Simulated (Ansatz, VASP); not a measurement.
## Two plane-wave programs on HgS3

File INCAR:

```
SYSTEM = HgS3
PREC = Accurate
ENCUT = 600
EDIFF = 1E-6
ISMEAR = 0
SIGMA = 0.1
LREAL = .FALSE.
LASPH = .TRUE.
NELM = 80
ALGO = Normal
ISIF = 3
LWAVE = .FALSE.
LCHARG = .FALSE.
GGA = PE
IBRION = 2
NSW = 90
EDIFFG = -0.04
```

Contents of KPOINTS:

```
Automatic mesh
0
G
  6 6 6
  0 0 0
```

Contents of POSCAR:

```
HgS3
1.0
    3.2735964768      1.8900118071      3.0217224465
   -3.2735964768      1.8900118071      3.0217224465
    0.0000000000     -3.7800236142      3.0217224465
Hg S
1 3
Direct
    0.5833333333      0.5833333333      0.5833333333
    0.6785178625      0.0000000000      0.0000000000
    0.0000000000      0.6785178625      0.0000000000
    0.0000000000      0.0000000000      0.6785178625
```

Input for Ansatz:

```yaml
crystal:
  lattice:
    - [3.2735964768, 1.8900118071, 3.0217224465]
    - [-3.2735964768, 1.8900118071, 3.0217224465]
    - [0.0, -3.7800236142, 3.0217224465]
  atoms:
    - { symbol: Hg, position: [0.5833333333, 0.5833333333, 0.5833333333] }
    - { symbol: S, position: [0.6785178625, 0.0, 0.0] }
    - { symbol: S, position: [0.0, 0.6785178625, 0.0] }
    - { symbol: S, position: [0.0, 0.0, 0.6785178625] }
basis:
  ecutwfc: 420
kpoints:
  mp_grid: { grid: [6, 6, 6] }
hamiltonian:
  xc: pbe
scf:
  occupations: { method: gaussian, width: 0.1 }
  lower_state_search: "off"
output:
  forces: true
  stress: true
  eigenvalues: true
relax:
  adjacent_minimum: "off"
  f_tol: 0.04
  max_steps: 70
  cell: { stress_tol: 0.4 }
```

Alike in both runs: task relaxation of cell and atoms; functional PBE; k mesh 6 × 6 × 6; occupations gaussian, width 0.1 eV; no spin polarisation.

|  | VASP | Ansatz |
| --- | --- | --- |
| version | VASP 6.6.1 | Ansatz 0.2.0 |
| potentials or method | VASP PAW PBE potentials, release 64 (Hg, S), cutoff 600 eV | scalar-relativistic, plane waves, PAW |
| valence electrons in the cell | 30 | 38 |

```tsv
	VASP	Ansatz	Ansatz less VASP
gap on the k mesh at the Fermi level, each at its own relaxed structure (eV)	1.51	1.36	-0.146
relaxed volume (Å³/atom)	36.09	33.79	-2.297
relaxed length of the cell vector where the two differ most in proportion (Å)	5.247	5.140	-0.1069
```

One of these differences is far larger than is usual between the two programs; its cause wasn't traced. VASP's potentials hold 30 valence electrons a cell and Ansatz's 38, so a difference there can come from the potentials and not from the codes.

Spin-orbit coupling is off throughout. Noted on VASP's run: the volume moved by over 15 % at a fixed basis, so the end points are rough.
